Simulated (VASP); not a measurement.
A run of VASP 6.6.1 is set up as follows.

File INCAR:

```
ALGO = Normal
EDIFF = 1E-6
EDIFFG = -0.01
ENCUT = 600
GGA = PE
IBRION = 2
ISIF = 3
ISMEAR = 0
LASPH = True
LCHARG = False
LREAL = False
LWAVE = False
NELM = 80
NSW = 100
PREC = Accurate
SIGMA = 0.1
```

Contents of KPOINTS:

```
k-points
0
Gamma
  8 8 8
```

POSCAR

```
RbSi6
1.0
   -3.3948410084      3.3948410084      3.3948410084
    3.3948410084     -3.3948410084      3.3948410084
    3.3948410084      3.3948410084     -3.3948410084
Rb Si
1 6
Direct
    0.0000000000      0.0000000000      0.0000000000
    0.7500000000      0.2500000000      0.5000000000
    0.2500000000      0.7500000000      0.5000000000
    0.5000000000      0.2500000000      0.7500000000
    0.7500000000      0.5000000000      0.2500000000
    0.5000000000      0.7500000000      0.2500000000
    0.2500000000      0.5000000000      0.7500000000
```

Potentials or basis: VASP PAW PBE potentials, release 64 (Rb_sv, Si).

Run with:

```bash
$ cat potpaw_PBE.64/Rb_sv/POTCAR potpaw_PBE.64/Si/POTCAR > POTCAR
$ mpirun -np 1 vasp_std > vasp.out
```

Task: Estimate the space group after relaxing (to 0.1 Å).

Result: Im-3m (No. 229).

Task: Predict the relaxed volume.

Result: 22.49 Å³/atom.

Final structure:
```
CELL_PARAMETERS angstrom
-3.40135 3.40135 3.40135
3.40135 -3.40135 3.40135
3.40135 3.40135 -3.40135
ATOMIC_POSITIONS crystal
Rb 0.00000 0.00000 0.00000
Si 0.75000 0.25000 0.50000
Si 0.25000 0.75000 0.50000
Si 0.50000 0.25000 0.75000
Si 0.75000 0.50000 0.25000
Si 0.50000 0.75000 0.25000
Si 0.25000 0.50000 0.75000
```
